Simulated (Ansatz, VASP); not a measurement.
**Pd: VASP beside Ansatz**

POSCAR

```
Pd
1.0
    0.0000000000      2.6784289448      2.6784289448
    2.6784289448      0.0000000000      2.6784289448
    2.6784289448      2.6784289448      0.0000000000
Pd
2
Direct
   -0.1475000000     -0.1175000000     -0.1175000000
    0.1475000000      0.1175000000      0.1175000000
```

The input INCAR.step1:

```
SYSTEM = Pd
ALGO = Normal
EDIFF = 1E-5
ENCUT = 440
GGA = PE
GGA_COMPAT = .FALSE.
ISMEAR = -1
LASPH = .TRUE.
LCHARG = .FALSE.
LREAL = .FALSE.
LWAVE = .TRUE.
NBANDS = 17
NELM = 120
PREC = Accurate
SIGMA = 0.05
```

File INCAR.step2:

```
SYSTEM = Pd
ALGO = Normal
EDIFF = 1E-8
ENCUT = 440
GGA_COMPAT = .FALSE.
ISIF = 2
ISMEAR = -1
ISTART = 1
LASPH = .TRUE.
LCHARG = .FALSE.
LEFG = .TRUE.
LMIXTAU = .TRUE.
LREAL = .FALSE.
LWAVE = .FALSE.
METAGGA = R2SCAN
NBANDS = 17
NELM = 120
PREC = Accurate
SIGMA = 0.05
```

Contents of KPOINTS:

```
k-points
0
G
  10 10 10
  0 0 0
```

Input for Ansatz:

```yaml
crystal:
  lattice:
    - [0.0, 2.6784289448, 2.6784289448]
    - [2.6784289448, 0.0, 2.6784289448]
    - [2.6784289448, 2.6784289448, 0.0]
  atoms:
    - { symbol: Pd, position: [-0.1475, -0.1175, -0.1175] }
    - { symbol: Pd, position: [0.1475, 0.1175, 0.1175] }
kpoints:
  mp_grid: { grid: [10, 10, 10] }
scf:
  occupations: { method: fermi_dirac, width: 0.05 }
hamiltonian:
  xc: r2scan
  pseudopotentials: { kind: paw }
output:
  forces: true
  stress: true
  eigenvalues: true
  efg: { contact_densities: true }
  populations: true
```

Change from the starting cell: shortest bond scaled by 0.94, PAW files.

Alike in both runs: task electric field gradients; functional r2SCAN; k mesh 10 × 10 × 10; occupations fermi-dirac, width 0.05 eV; no spin polarisation.

```csv
,VASP,Ansatz
version,VASP 6.6.1,Ansatz 0.2.0
potentials or method,"VASP PAW PBE potentials, release 64 (Pd)","PAW with Ansatz's default frozen-core files, scalar-relativistic"
plane-wave cutoff (eV),440,500
valence electrons in the cell,20,36
```

|  | VASP | Ansatz | Ansatz less VASP |
| --- | --- | --- | --- |
| pressure (GPa) | 28.7 | 29.5 | +0.81 |
| traceless stress, the component that is largest in VASP (GPa) | -10.95 | -11.69 | -0.746 |
| rms of the force components (eV/Å) | 1.550 | 1.692 | +0.1420 |
| size of Vzz on the site where it differs most (V/Å²) | 24.4 | 65.1 | +40.66 |

VASP's potentials were made for PBE, not for r2SCAN. Atom by atom the forces differ by 0.142 eV/Å (rms over components). Both programs put the cell under a high pressure, so it lies far from rest at this level. One of these differences is far larger than is usual between the two programs; its cause wasn't traced. VASP's potentials hold 20 valence electrons a cell and Ansatz's 36, so a difference there can come from the potentials and not from the codes.
